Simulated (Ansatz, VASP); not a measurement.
**Two plane-wave programs on BeS**

File INCAR:

```
SYSTEM = BeS
  ALGO = Normal
  EDIFF = 1E-7
  EDIFFG = -0.002
  ENCUT = 600
  GGA = PS
  GGA_COMPAT = .False.
  IBRION = 2
  ISIF = 3
  ISMEAR = 0
  LASPH = .True.
  LCHARG = .False.
  LREAL = .False.
  LWAVE = .False.
  NELM = 120
  NELMIN = 4
  NSW = 100
  PREC = Accurate
  SIGMA = 0.02
```

Contents of KPOINTS:

```
k-points
0
Gamma
  8 8 8
  0 0 0
```

POSCAR

```
BeS
1.0
    0.0000000000      2.4350000000      2.4350000000
    2.4350000000      0.0000000000      2.4350000000
    2.4350000000      2.4350000000      0.0000000000
Be S
1 1
Direct
    0.0000000000      0.0000000000      0.0000000000
    0.2500000000      0.2500000000      0.2500000000
```

Input for Ansatz:

```yaml
crystal:
  lattice:
    - [0.0, 2.435, 2.435]
    - [2.435, 0.0, 2.435]
    - [2.435, 2.435, 0.0]
  atoms:
    - { symbol: Be, position: [0.0, 0.0, 0.0] }
    - { symbol: S, position: [0.25, 0.25, 0.25] }
basis:
  ecutwfc: 420
kpoints:
  mp_grid: { grid: [8, 8, 8] }
hamiltonian:
  xc: pbesol
  pseudopotentials: { kind: paw, azcp: { folder: soft_1 } }
scf:
  occupations: { method: gaussian, width: 0.02 }
output:
  forces: true
  stress: true
  eigenvalues: true
  write_density: true
  write_potential: true
  elf: true
  volumetric_format: npy
relax:
  adjacent_minimum: "off"
  f_tol: 0.002
  max_steps: 80
  cell: { stress_tol: 0.02 }
```

Alike in both runs: task relaxation of cell and atoms; functional PBEsol; k mesh 8 × 8 × 8; occupations gaussian, width 0.02 eV; no spin polarisation.

|  | VASP | Ansatz |
| --- | --- | --- |
| version | VASP 6.6.1 | Ansatz 0.2.0 |
| potentials or method | VASP PAW PBE potentials, release 64 (Be, S), cutoff 600 eV | scalar-relativistic, plane waves, PAW |
| valence electrons in the cell | 8 | 8 |

|  | VASP | Ansatz | Ansatz less VASP |
| --- | --- | --- | --- |
| gap on the k mesh at the Fermi level, each at its own relaxed structure (eV) | 2.92 | 2.91 | -0.007 |
| relaxed volume (Å³/atom) | 14.18 | 14.15 | -0.029 |
| relaxed cell length with the largest relative difference (Å) | 3.423 | 3.421 | -0.0024 |

VASP's potentials were made for PBE, not for PBEsol, and Ansatz warns of the same on its side.
